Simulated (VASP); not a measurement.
# LiCl (Fm-3m) in VASP: notebook, part 2 of 2

VASP 6.6.1. Earlier steps stand in the parts before.

### Step 4. Single point, PBE+D4

This run uses another cell than the first one, of 17.50 Å³/atom.

Contents of INCAR:

```
SYSTEM = LiCl
PREC = Accurate ; ENCUT = 750
EDIFF = 1E-6 ; ISMEAR = 0
SIGMA = 0.02 ; LREAL = .False.
LASPH = .True. ; NELM = 120
ALGO = Normal ; ISIF = 2
LWAVE = .False. ; LCHARG = .False.
GGA = PE ; IVDW = 13
NBANDS = 12 ; GGA_COMPAT = .False.
```

Contents of KPOINTS:

```
Automatic mesh
0
Gamma
  8 8 8
  0 0 0
```

Contents of POSCAR:

```
LiCl
1.0
    0.0000000000      2.5964604336      2.5964604336
    2.5964604336      0.0000000000      2.5964604336
    2.5964604336      2.5964604336      0.0000000000
Li Cl
1 1
Direct
    0.0000000000      0.0000000000      0.0000000000
    0.5000000000      0.5000000000      0.5000000000
```

Run with:

```
> cat potpaw_PBE.64/Li_sv/POTCAR potpaw_PBE.64/Cl/POTCAR > POTCAR
> mpirun -np 1 vasp_std > vasp.out
```

It took 38 s on 1 thread of Intel Xeon 8259CL, shared host; peak memory 0.2 GiB.

The run converged. Its results:

- Free energy: -7.6159 eV
- Pressure: -1.9 GPa
- Band gap on the k mesh: 6.13 eV
- Dispersion energy per atom: -0.117 eV

Levels at points of the mesh, in eV from the valence-band top:
```csv
k point,band 2,band 3,band 4,band 5,band 6,band 7,band 8,band 9
"(0.00, 0.00, 0.00)",-13.27,0.00,0.00,0.00,6.13,11.91,11.91,11.91
"(0.50, 0.00, 0.00)",-12.75,-2.67,-0.24,-0.24,6.72,9.48,9.48,12.59
"(0.50, 0.50, 0.00)",-12.53,-2.73,-1.03,-1.03,7.79,8.34,12.13,13.84
```

### Step 5. Single point, PBE (strained)

Contents of INCAR:

```
PREC     = Accurate       # precision mode
ENCUT    = 750            # plane-wave cutoff, eV
EDIFF    = 1E-6           # SCF threshold, eV
ISMEAR   = 0              # smearing method
SIGMA    = 0.02           # smearing width, eV
LREAL    = F              # projectors in reciprocal space
LASPH    = T              # aspherical terms in the spheres
NELM     = 120            # most SCF steps
ALGO     = Normal         # electronic algorithm
ISIF     = 2              # what is computed and relaxed
LWAVE    = F              # write WAVECAR
LCHARG   = F              # write CHGCAR
GGA      = PE             # functional
NBANDS   = 12             # bands
GGA_COMPAT= F
```

Contents of KPOINTS:

```
regular mesh
0
Gamma
  8 8 8
```

Contents of POSCAR:

```
LiCl
1.0
    0.0000000000      2.5719156804      2.5719156804
    2.5719156804      0.0000000000      2.5719156804
    2.5719156804      2.5719156804      0.0000000000
Li Cl
1 1
Direct
    0.0000000000      0.0000000000      0.0000000000
    0.5000000000      0.5000000000      0.5000000000
```

Potentials or basis: VASP PAW PBE potentials, release 64 (Li_sv, Cl).

Run with:

```
> cat potpaw_PBE.64/Li_sv/POTCAR potpaw_PBE.64/Cl/POTCAR > POTCAR
> mpirun -np 1 vasp_std > vasp.out
```

OUTCAR:

```text
PREC = Accurate
   ENCUT = 750
   EDIFF = 1E-6
   ISMEAR = 0
   LREAL = F
   LASPH = T
   NELM = 120
   ISIF = 2
   GGA = PE

 ion  position               nearest neighbor table
   1  0.000  0.000  0.000-   2 2.57   2 2.57   2 2.57   2 2.57   2 2.57   2 2.57
   2  0.500  0.500  0.500-   1 2.57   1 2.57   1 2.57   1 2.57   1 2.57   1 2.57

  LATTYP: Found a face centered cubic cell.
 ALAT       =     5.1438313608

  Lattice vectors:

 A1 = (   0.0000000000,   2.5719156804,   2.5719156804)
 A2 = (   2.5719156804,   0.0000000000,   2.5719156804)
 A3 = (   2.5719156804,   2.5719156804,   0.0000000000)

Analysis of symmetry for initial positions (statically):
=====================================================================
 Subroutine PRICEL returns:
 Original cell was already a primitive cell.

 Routine SETGRP: Setting up the symmetry group for a
 face centered cubic supercell.

 Subroutine GETGRP returns: Found 48 space group operations
 (whereof 48 operations were pure point group operations)
 out of a pool of 48 trial point group operations.

The static configuration has the point symmetry O_h .

Analysis of symmetry for dynamics (positions and initial velocities):
=====================================================================
 Subroutine PRICEL returns:
 Original cell was already a primitive cell.

 Routine SETGRP: Setting up the symmetry group for a
 face centered cubic supercell.

 Subroutine GETGRP returns: Found 48 space group operations
 (whereof 48 operations were pure point group operations)
 out of a pool of 48 trial point group operations.

The dynamic configuration has the point symmetry O_h .

 Subroutine INISYM returns: Found 48 space group operations
 (whereof 48 operations are pure point group operations),
 and found     1 'primitive' translations

----------------------------------------------------------------------------------------

                                     Primitive cell

  volume of cell :      34.0252

  direct lattice vectors                    reciprocal lattice vectors
     0.000000000  2.571915680  2.571915680    -0.194407618  0.194407618  0.194407618
     2.571915680  0.000000000  2.571915680     0.194407618 -0.194407618  0.194407618
     2.571915680  2.571915680  0.000000000     0.194407618  0.194407618 -0.194407618

  length of vectors
     3.637238037  3.637238037  3.637238037     0.336723871  0.336723871  0.336723871

  position of ions in fractional coordinates (direct lattice)
     0.000000000  0.000000000  0.000000000
     0.500000000  0.500000000  0.500000000

  ion indices of the primitive-cell ions
   primitive index   ion index
                 1           1
                 2           2

----------------------------------------------------------------------------------------

 KPOINTS: regular mesh

Automatic generation of k-mesh.
 Grid dimensions read from file:
 generate k-points for:    8    8    8

 Generating k-lattice:

  Cartesian coordinates                     Fractional coordinates (reciprocal lattice)
    -0.024300952  0.024300952  0.024300952     0.125000000  0.000000000  0.000000000
     0.024300952 -0.024300952  0.024300952     0.000000000  0.125000000  0.000000000
     0.024300952  0.024300952 -0.024300952     0.000000000  0.000000000  0.125000000

  Length of vectors
     0.042090484  0.042090484  0.042090484

  Shift w.r.t. Gamma in fractional coordinates (k-lattice)
     0.000000000  0.000000000  0.000000000

 Subroutine IBZKPT returns following result:
 ===========================================

 Found     29 irreducible k-points:

 Following reciprocal coordinates:
            Coordinates               Weight
  0.000000  0.000000  0.000000      1.000000
  0.125000  0.000000  0.000000      8.000000
  0.250000  0.000000  0.000000      8.000000
  0.375000  0.000000  0.000000      8.000000
  0.500000  0.000000  0.000000      4.000000
  0.125000  0.125000  0.000000      6.000000
[... 16 lines left out ...]
  0.500000  0.250000  0.125000     48.000000
 -0.375000  0.250000  0.125000     24.000000
 [... further k-points ...]
   k-points           NKPTS =     29   k-points in BZ     NKDIM =     29   number of bands    NBANDS=     12
   number of dos      NEDOS =    301   number of ions     NIONS =      2
   total plane-waves  NPLWV =  32768
   dimension x,y,z NGX =    32 NGY =   32 NGZ =   32
   dimension x,y,z NGXF=    64 NGYF=   64 NGZF=   64
   ions per type =               1   1
   NGX,Y,Z   is equivalent  to a cutoff of  14.63, 14.63, 14.63 a.u.
   NGXF,Y,Z  is equivalent  to a cutoff of  29.25, 29.25, 29.25 a.u.
 SYSTEM =  unknown system
   PREC   = accura    normal or accurate (medium, high low for compatibility)
   ISTART =      0    job   : 0-new  1-cont  2-samecut
   ICHARG =      2    charge: 1-file 2-atom 10-const
   ISPIN  =      1    spin polarized calculation?
   LNONCOLLINEAR =      F non collinear calculations
   LSORBIT =      F    spin-orbit coupling
   LASPH  =      T    aspherical Exc in radial PAW
   ENCUT  =  750.0 eV  55.12 Ry    7.42 a.u.   8.12  8.12  8.12*2*pi/ulx,y,z
   NELM   =    120;   NELMIN=  2; NELMDL= -5     # of ELM steps
   EDIFF  = 0.1E-05   stopping-criterion for ELM
   LREAL  =      F    real-space projection
[... 7 lines left out ...]
   TEBEG  =    0.0;   TEEND  =   0.0 temperature during run
   PSTRESS=    0.0 pullay stress
   NELECT =      10.0000    total number of electrons
   NUPDOWN=      -1.0000    fix difference up-down
   EMIN   =  10.00;   EMAX   =-10.00  energy-range for DOS
   EFERMI =   0.00;   METHOD = LEGACY
   ISMEAR =     0;   SIGMA  =   0.02  broadening in eV -4-tet -1-fermi 0-gaus
   EFERMI_NEDOS =   21; number of points for ismear=-14 and -15
   IALGO  =     38    algorithm
   IMIX   =      4    mixing-type and parameters
     AMIX     =   0.40;   BMIX     =  1.00
     AMIX_MAG =   1.60;   BMIX_MAG =  1.00
  volume/ion in A,a.u.               =      17.01       114.81
  Fermi-wavevector in a.u.,A,eV,Ry     =   1.088449  2.056870 16.119112  1.184721
  Thomas-Fermi vector in A             =   2.224631
   LORBIT       =      0    0 simple, 1 ext, 2 COOP (PROOUT), +10 PAW based schemes
   GGA     = PE    functional components
   LHFCALC =     F    Hartree Fock is set to
   AEXX    =    0.0000 exact exchange contribution
   IVDW    =     0    specifies the selected vdW correction
   LEPSILON=     F    determine dielectric tensor
   LRPA    =     F    only Hartree local field effects (RPA)
 non-spin polarized calculation
 Gauss-broadening in eV      SIGMA  =   0.02
  energy-cutoff  :      750.00
  volume of cell :       34.03
 maximum number of plane-waves:      1604
   NGX = 17   NGY = 17   NGZ = 17

 number of electron      10.0000002 magnetization

 Free energy of the ion-electron system (eV)
  ---------------------------------------------------
  ext. energy  EPLUGINS =         0.00000000
  ---------------------------------------------------
  free energy    TOTEN  =        -7.38376172 eV

  energy without entropy =       -7.38376172  energy(sigma->0) =       -7.38376172

 E-fermi :   0.6440     XC(G=0):  -8.6946

 val. band max:        0.5160395507   @ k =   0.0000   0.0000   0.0000
 cond. band min:       6.8024808028   @ k =   0.0000   0.0000   0.0000
 fundamental gap:      6.2864412522
 Fermi energy:         0.6440021294

 k-point     1 :       0.0000    0.0000    0.0000
  band No.  band energies     occupation
      1     -43.0127      2.00000
      2     -12.8519      2.00000
      3       0.5160      2.00000
      4       0.5160      2.00000
      5       0.5160      2.00000
      6       6.8025      0.00000
      7      12.4480      0.00000
      8      12.4480      0.00000
      9      12.4480      0.00000
     10      14.9962      0.00000
     11      14.9962      0.00000
     12      15.0018      0.00000
[... 331 lines left out ...]
 k-point    24 :      -0.3750    0.2500    0.1250
  band No.  band energies     occupation
      1     -43.0097      2.00000
      2     -12.1812      2.00000
      3      -1.9943      2.00000
      4      -0.7676      2.00000
      5      -0.0534      2.00000
      6       8.7133      0.00000
      7       9.8242      0.00000
      8      11.0460      0.00000
      9      12.2145      0.00000
     10      16.0108      0.00000
     11      16.5861      0.00000
     12      18.6470      0.00000

 [... further k-points ...]

------------------------ aborting loop because EDIFF is reached ----------------------------------------

  FORCE on cell =-STRESS in cart. coord.  units (eV):
  Direction    XX          YY          ZZ          XY          YZ          ZX
  --------------------------------------------------------------------------------------
  -------------------------------------------------------------------------------------
  Total        0.0090458      0.0090458      0.0090458      0.0000000      0.0000000     -0.0000000
  in kB        0.4259507      0.4259507      0.4259507      0.0000000      0.0000000     -0.0000000
  external PRESSURE =       0.4259507 kB  Pullay stress =       0.0000000 kB

 VOLUME and BASIS-vectors are now :
 -----------------------------------------------------------------------------
  energy-cutoff  :      750.00
  volume of cell :       34.03
      direct lattice vectors                 reciprocal lattice vectors
     0.000000000  2.571915680  2.571915680    -0.194407618  0.194407618  0.194407618
     2.571915680  0.000000000  2.571915680     0.194407618 -0.194407618  0.194407618
     2.571915680  2.571915680  0.000000000     0.194407618  0.194407618 -0.194407618

 POSITION                                       TOTAL-FORCE (eV/Angst)
 -----------------------------------------------------------------------------------
      0.00000      0.00000      0.00000         0.000000     -0.000000      0.000000
      2.57192      2.57192      2.57192        -0.000000      0.000000     -0.000000
 -----------------------------------------------------------------------------------
    total drift:                               -0.000000     -0.000000      0.000000

  FREE ENERGIE OF THE ION-ELECTRON SYSTEM (eV)
  ---------------------------------------------------
  free  energy   TOTEN  =        -7.3837617210 eV

  energy  without entropy=       -7.3837617210  energy(sigma->0) =       -7.38376172
```

It took 22 s on 1 thread of Intel Xeon 8259CL, shared host; peak memory 0.17 GiB.

What came out:

```yaml
Free_energy: -7.3838 eV
Pressure: 0.0 GPa
Band_gap_on_the_k_mesh: 6.29 eV
```

Caveat: the cell differs from its parent crystal (strained). A k mesh can miss the band edges.

### Step 6. Single point, PBE (strained)

Contents of INCAR:

```
SYSTEM = LiCl
ALGO = Normal
EDIFF = 1E-6
ENCUT = 750
GGA = PE
GGA_COMPAT = .FALSE.
ISIF = 2
ISMEAR = 0
LASPH = .TRUE.
LCHARG = .TRUE.
LELF = .TRUE.
LREAL = .FALSE.
LVHAR = .TRUE.
LWAVE = .FALSE.
NBANDS = 12
NELM = 120
PREC = Accurate
SIGMA = 0.02
```

Contents of KPOINTS:

```
k-points
0
G
  8 8 8
  0 0 0
```

Contents of POSCAR:

```
LiCl
1.0
    0.0000000000      2.6320080072      2.6320080072
    2.6320080072      0.0000000000      2.6320080072
    2.6320080072      2.6320080072      0.0000000000
Li Cl
1 1
Direct
    0.0000000000      0.0000000000      0.0000000000
    0.5000000000      0.5000000000      0.5000000000
```

Potentials or basis: VASP PAW PBE potentials, release 64 (Li_sv, Cl).

Run with:

```
> cat potpaw_PBE.64/Li_sv/POTCAR potpaw_PBE.64/Cl/POTCAR > POTCAR
> mpirun -np 1 vasp_std > vasp.out
```

OUTCAR:

```text
SYSTEM = LiCl
   EDIFF = 1E-6
   ENCUT = 750
   GGA = PE
   ISIF = 2
   ISMEAR = 0
   LASPH = .TRUE.
   LREAL = .FALSE.
   NELM = 120
   PREC = Accurate

 ion  position               nearest neighbor table
   1  0.000  0.000  0.000-   2 2.63   2 2.63   2 2.63   2 2.63   2 2.63   2 2.63
   2  0.500  0.500  0.500-   1 2.63   1 2.63   1 2.63   1 2.63   1 2.63   1 2.63

  LATTYP: Found a face centered cubic cell.
 ALAT       =     5.2640160144

  Lattice vectors:

 A1 = (   0.0000000000,   2.6320080072,   2.6320080072)
 A2 = (   2.6320080072,   0.0000000000,   2.6320080072)
 A3 = (   2.6320080072,   2.6320080072,   0.0000000000)

Analysis of symmetry for initial positions (statically):
=====================================================================
 Subroutine PRICEL returns:
 Original cell was already a primitive cell.

 Routine SETGRP: Setting up the symmetry group for a
 face centered cubic supercell.

 Subroutine GETGRP returns: Found 48 space group operations
 (whereof 48 operations were pure point group operations)
 out of a pool of 48 trial point group operations.

The static configuration has the point symmetry O_h .

[... 175 lines left out ...]
      4       0.0246      2.00000
      5       0.0246      2.00000
      6       5.9386      0.00000
      7      11.8882      0.00000
      8      11.8882      0.00000
      9      11.8882      0.00000
     10      14.0845      0.00000
     11      14.0845      0.00000
     12      14.0845      0.00000
[... 331 lines left out ...]
 k-point    24 :      -0.3750    0.2500    0.1250
  band No.  band energies     occupation
      1     -43.6389      2.00000
      2     -12.5521      2.00000
      3      -2.2349      2.00000
      4      -1.1136      2.00000
      5      -0.4799      2.00000
      6       8.0668      0.00000
      7       9.2087      0.00000
      8      10.3875      0.00000
      9      11.2669      0.00000
     10      15.1852      0.00000
     11      15.6462      0.00000
     12      17.7299      0.00000

 [... further k-points ...]

------------------------ aborting loop because EDIFF is reached ----------------------------------------

  FORCE on cell =-STRESS in cart. coord.  units (eV):
  Direction    XX          YY          ZZ          XY          YZ          ZX
  --------------------------------------------------------------------------------------
  -------------------------------------------------------------------------------------
  Total       -0.4254209     -0.4254209     -0.4254209      0.0000000     -0.0000000     -0.0000000
  in kB      -18.6912275    -18.6912275    -18.6912275      0.0000000     -0.0000000     -0.0000000
  external PRESSURE =     -18.6912275 kB  Pullay stress =       0.0000000 kB

 VOLUME and BASIS-vectors are now :
 -----------------------------------------------------------------------------
  energy-cutoff  :      750.00
  volume of cell :       36.47
      direct lattice vectors                 reciprocal lattice vectors
     0.000000000  2.632008007  2.632008007    -0.189969027  0.189969027  0.189969027
     2.632008007  0.000000000  2.632008007     0.189969027 -0.189969027  0.189969027
     2.632008007  2.632008007  0.000000000     0.189969027  0.189969027 -0.189969027

 POSITION                                       TOTAL-FORCE (eV/Angst)
 -----------------------------------------------------------------------------------
      0.00000      0.00000      0.00000         0.000000      0.000000      0.000000
      2.63201      2.63201      2.63201        -0.000000     -0.000000     -0.000000
 -----------------------------------------------------------------------------------
    total drift:                                0.000000      0.000000      0.000000

  FREE ENERGIE OF THE ION-ELECTRON SYSTEM (eV)
  ---------------------------------------------------
  free  energy   TOTEN  =        -7.3694715057 eV

  energy  without entropy=       -7.3694715057  energy(sigma->0) =       -7.36947151
```

OSZICAR:

```text
N       E                     dE             d eps       ncg     rms          rms(c)
DAV:   1     0.501439300108E+02    0.50144E+02   -0.48164E+03   696   0.988E+02
DAV:   2    -0.408710071916E+01   -0.54231E+02   -0.50741E+02   876   0.158E+02
DAV:   3    -0.734607648871E+01   -0.32590E+01   -0.32489E+01   920   0.405E+01
DAV:   4    -0.744174182568E+01   -0.95665E-01   -0.95578E-01  1000   0.672E+00
DAV:   5    -0.744259108818E+01   -0.84926E-03   -0.84924E-03   908   0.665E-01    0.233E+00
DAV:   6    -0.736298863779E+01    0.79602E-01   -0.18312E-01   900   0.190E+00    0.165E+00
DAV:   7    -0.736466666787E+01   -0.16780E-02   -0.51525E-02  1028   0.120E+00    0.918E-01
DAV:   8    -0.736941978996E+01   -0.47531E-02   -0.75064E-03   824   0.626E-01    0.163E-01
DAV:   9    -0.736939011199E+01    0.29678E-04   -0.22487E-04   892   0.110E-01    0.657E-02
DAV:  10    -0.736947699212E+01   -0.86880E-04   -0.15575E-04   816   0.806E-02    0.577E-02
DAV:  11    -0.736947152720E+01    0.54649E-05   -0.18886E-05   924   0.251E-02    0.183E-03
DAV:  12    -0.736947150565E+01    0.21545E-07   -0.79210E-07   816   0.623E-03
   1 F= -.73694715E+01 E0= -.73694715E+01  d E =-.428013E-67
```

It took 37 s on 1 thread of Intel Xeon 8259CL, shared host; peak memory 0.2 GiB.

What came out:

```yaml
Free_energy: -7.3695 eV
Pressure: -1.9 GPa
Band_gap_on_the_k_mesh: 5.91 eV
```

Caveat: the cell differs from its parent crystal (strained). A k mesh can miss the band edges.

### Step 7. Overview

```csv
level,potentials or basis,cell,gap on the mesh (eV),pressure (GPa)
LDA,"VASP PAW LDA potentials, release 64 (Li_sv, Cl)","a = 3.614 Å, angles 60.0°, 2 atoms",6.06,-3.0
PBE,"VASP PAW PBE potentials, release 64 (Li_sv, Cl)","a = 3.672 Å, angles 60.0°, 2 atoms",6.13,-0.8
PBE+D4,"VASP PAW PBE potentials, release 64 (Li_sv, Cl)","a = 3.672 Å, angles 60.0°, 2 atoms",6.13,-1.9
PBE,"VASP PAW PBE potentials, release 64 (Li_sv, Cl)","a = 3.637 Å, angles 60.0°, 2 atoms",6.29,0.0
PBE,"VASP PAW PBE potentials, release 64 (Li_sv, Cl)","a = 3.722 Å, angles 60.0°, 2 atoms",5.91,-1.9
```

Alike in all rows: task single point; no spin polarisation; k mesh 8 × 8 × 8; cutoff (eV) 750; smearing gaussian 0.02 eV.

Caveats: the cell stands under tension (at least some runs).

Total energies depend on the potentials used, so only differences within one code and one set of settings carry meaning.
